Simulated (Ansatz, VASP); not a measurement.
## One calculation of MnPt2, two programs

Contents of INCAR:

```
SYSTEM = MnPt2
PREC = Accurate
ENCUT = 520
EDIFF = 1E-6
ISMEAR = -1
SIGMA = 0.05
LREAL = .FALSE.
LASPH = .TRUE.
NELM = 150
ALGO = Normal
ISIF = 2
LWAVE = .FALSE.
LCHARG = .TRUE.
ISPIN = 2
MAGMOM = 0 0 4
LORBIT = 11
LMAXMIX = 4
LELF = .TRUE.
LVHAR = .TRUE.
NBANDS = 28
```

File KPOINTS:

```
Automatic mesh
0
G
  11 11 4
  0 0 0
```

The input POSCAR:

```
MnPt2
1.0
    2.8392199513      0.0000000000      0.0000000000
   -1.4196099756      2.4588366048      0.0000000000
    0.0000000000      0.0000000000      6.4886603702
Pt Mn
2 1
Direct
    0.6666666667      0.3333333333      0.3162060000
    0.3333333333      0.6666666667      0.6837940000
    0.0000000000      0.0000000000      0.0000000000
```

The input input.yaml:

```yaml
crystal:
  lattice:
    - [2.8392199513, 0.0, 0.0]
    - [-1.4196099756, 2.4588366048, 0.0]
    - [0.0, 0.0, 6.4886603702]
  atoms:
    - { symbol: Pt, position: [0.6666666667, 0.3333333333, 0.316206] }
    - { symbol: Pt, position: [0.3333333333, 0.6666666667, 0.683794] }
    - { symbol: Mn, position: [0.0, 0.0, 0.0], spin: 4.0 }
hamiltonian:
  xc: lda
  pseudopotentials: { kind: paw }
magnetization:
  spin_polarized: true
kpoints:
  mp_grid: { grid: [11, 11, 4] }
scf:
  occupations: { method: fermi_dirac, width: 0.05 }
output:
  forces: true
  stress: true
  eigenvalues: true
  write_density: true
  write_potential: true
  elf: true
  volumetric_format: npy
```

Alike in both runs: task single point; functional LDA; k mesh 11 × 11 × 4; occupations fermi-dirac, width 0.05 eV; collinear spin.

|  | VASP | Ansatz |
| --- | --- | --- |
| version | VASP 6.6.1 | Ansatz 0.2.0 |
| potentials or method | VASP PAW LDA potentials, release 64 (Pt, Mn_pv) | Ansatz PAW |
| plane-wave cutoff (eV) | 520 | 420 |
| valence electrons in the cell | 33 | 51 |

Ansatz gave:

* gap on the k mesh at the Fermi level (eV): none
* pressure (GPa): -12.8
* traceless stress, the component that is largest in VASP (GPa): 2.49
* rms of the force components (eV/Å): 0.024
* net moment per atom (μB): 1.39
* size of the moment on the site where the two differ most (μB): 3.47

Task: Which values does VASP return?

Result: gap on the k mesh at the Fermi level (eV): none; pressure (GPa): -13.3; traceless stress, the component that is largest in VASP (GPa): 2.67; rms of the force components (eV/Å): 0.031; net moment per atom (μB): 1.35; size of the moment on the site where the two differ most (μB): 3.39.

LDA's correlation is that of Perdew and Zunger in VASP and of Perdew and Wang (1992) in Ansatz. Site moments also hang on the region over which each program counts them. Atom by atom the forces differ by 0.007 eV/Å (rms over components). A gap of «none» marks a metal or a gap that the smearing closes. VASP's potentials hold 33 valence electrons a cell and Ansatz's 51, so a difference there can come from the potentials and not from the codes.

Neither program's run includes spin-orbit coupling.
